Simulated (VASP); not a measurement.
## Zn3SnN2: single point with PBE

Zn3SnN2:

```
Zn Sn N
1.0
     2.60320    1.50296    4.31613
    -2.60320    1.50296    4.31613
     0.00000   -3.00592    4.31613
Zn Sn N
3 1 2
Direct
  0.00000 0.50000 0.50000
  0.50000 0.00000 0.50000
  0.50000 0.50000 0.00000
  0.50000 0.50000 0.50000
  0.87742 0.87742 0.87742
  0.12258 0.12258 0.12258
```

* Program: VASP 6.6.1
* Task: single point
* Functional: PBE
* Potentials or basis: VASP PAW PBE potentials, release 64 (Zn, Sn_d, N)
* Cutoff: 520 eV
* k mesh: 6 × 6 × 6
* Occupations: gaussian, width 0.1 eV
* Spin: no spin polarisation
* Dipole correction: no
* Further INCAR settings: ALGO = Normal; EDIFF = 1e-06; NBANDS = 39

```json
{"Pressure": "-4.4 GPa", "Largest force": "0.040 eV/Å", "Band gap on the k mesh": "zero (band 30 reaches 3.26 eV, above the bottom of band 31 at 2.51 eV)"}
```

Forces on the atoms (eV/Å):
```
Zn   0.000  0.000  0.000
Zn   0.000  0.000  0.000
Zn   0.000  0.000  0.000
Sn   0.000  0.000  0.000
N    0.000  0.000  0.040
N    0.000  0.000 -0.040
```

Stress tensor (GPa, compression positive):
```
-8.75  0.00  0.00
 0.00 -8.75  0.00
 0.00  0.00  4.32
```

Levels at points of the mesh, in eV from the Fermi level:
| k point | band 28 | band 29 | band 30 | band 31 | band 32 | band 33 |
| --- | --- | --- | --- | --- | --- | --- |
| (0.00, 0.00, 0.00) | -1.66 | -1.40 | -1.40 | -0.39 | 1.00 | 1.00 |
| (0.50, 0.00, 0.00) | -1.78 | -1.53 | -0.37 | 0.22 | 0.75 | 0.84 |
| (0.50, 0.50, 0.00) | -0.68 | -0.13 | 0.00 | 0.74 | 1.06 | 1.24 |
| (0.50, 0.50, 0.50) | -2.02 | -1.29 | -0.36 | 0.68 | 0.68 | 1.04 |

Run time: 82 s on 1 thread of Intel(R) Xeon(R) 6975P-C (Granite Rapids), on a shared host, peak memory 0.29 GiB.

Caveat: spin-orbit coupling is left out, which moves the levels of the heavy elements.
